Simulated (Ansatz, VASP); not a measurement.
One calculation of Bi, two programs

```
Bi
1.0
     2.26750    1.30914    3.93800
    -2.26750    1.30914    3.93800
     0.00000   -2.61828    3.93800
Bi
2
Direct
  0.13572 0.13572 0.34572
  0.86428 0.86428 0.65428
```

Change from the starting cell: shortest bond scaled by 0.58, norm-conserving files.

Alike in both runs: task single point; functional PBE; k mesh 8 × 8 × 8; occupations fermi-dirac, width 0.05 eV; no spin polarisation.

|  | VASP | Ansatz |
| --- | --- | --- |
| version | VASP 6.6.1 | Ansatz 0.2.0 |
| potentials or method | VASP PAW PBE potentials, release 64 (Bi_d) | scalar-relativistic |
| plane-wave cutoff (eV) | 520 | 898 |
| valence electrons in the cell | 30 | 30 |

Ansatz gave:

| Item | Value |
| --- | --- |
| pressure (GPa) | 108.9 |
| traceless stress, the component that is largest in VASP (GPa) | 140.77 |
| rms of the force components (eV/Å) | 45.070 |

**Question.** What did VASP give for the same quantities?

**Answer.** Pressure (GPa): 103.6; traceless stress, the component that is largest in VASP (GPa): 134.30; rms of the force components (eV/Å): 42.898.

Atom by atom the forces differ by 2.171 eV/Å (rms over components). Both programs put the cell under a high pressure, so it lies far from rest at this level. The functional is the same, so the differences come from potentials, cutoffs and numerics.

Neither program's run includes spin-orbit coupling. Noted on VASP's run: the cell as given lies far from equilibrium.
